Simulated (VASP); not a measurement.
Runs of VASP 6.6.1 on Pt. The structure is that of space group Pm-3m (No. 221), or close to it. The cells are those of the table. 

```csv
task,potentials or basis,cell,cutoff (eV),second run,gap on the mesh (eV),pressure (GPa),relaxed volume (Å³/atom)
relaxation of cell and atoms,"VASP PAW PBE potentials, release 64 (Pt)","relaxed to 30 GPa from a = 2.550 Å, 1 atom",600,-,none,30.0,-
relaxation of cell and atoms,"VASP PAW PBE potentials, release 64 (Pt)","relaxed to 20 GPa from a = 2.550 Å, 1 atom",600,-,none,20.0,-
single point,"VASP PAW PBE potentials, release 64 (Pt)","a = 2.512 Å, 1 atom",520,-,none,(b),-
relaxation of cell and atoms,"VASP PAW PBE potentials, release 64 (Pt)","relaxed to 10 GPa from a = 2.550 Å, 1 atom",600,-,none,9.8,-
single point,"VASP PAW PBE potentials, release 64 (Pt)","a = 2.538 Å, 1 atom",520,-,none,20.8,-
single point,"VASP PAW PBE potentials, release 64 (Pt)","a = 2.607 Å, 1 atom",520,-,none,(a),-
relaxation of cell and atoms,"VASP PAW PBE potentials, release 64 (Pt)","relaxed from a = 2.550 Å, 1 atom",600,-,none,-0.1,17.78
relaxation of cell and atoms,"VASP PAW PBE potentials, release 64 (Pt_sv_GW)","relaxed from a = 2.550 Å, 1 atom",550,valence_matched,none,0.0,17.53
```

Alike in all rows: level r2SCAN; no spin polarisation; k mesh 8 × 8 × 8; smearing fermi-dirac 0.05 eV.

Fill in the values left out.

(a) 0.5; (b) 31.0.

Caveats: the PAW data sets were made with another functional, which shifts forces and pressure a little; spin-orbit coupling is left out, which moves the levels of the heavy elements; the cell is relaxed towards a set pressure, so the enthalpy falls and the energy may rise (some runs).

A k mesh can miss the band edges, and the runs leave out spin-orbit coupling on Pt.

A gap of «none» marks levels without a gap at the run's occupations.

The runs don't all hold the same shells in valence.
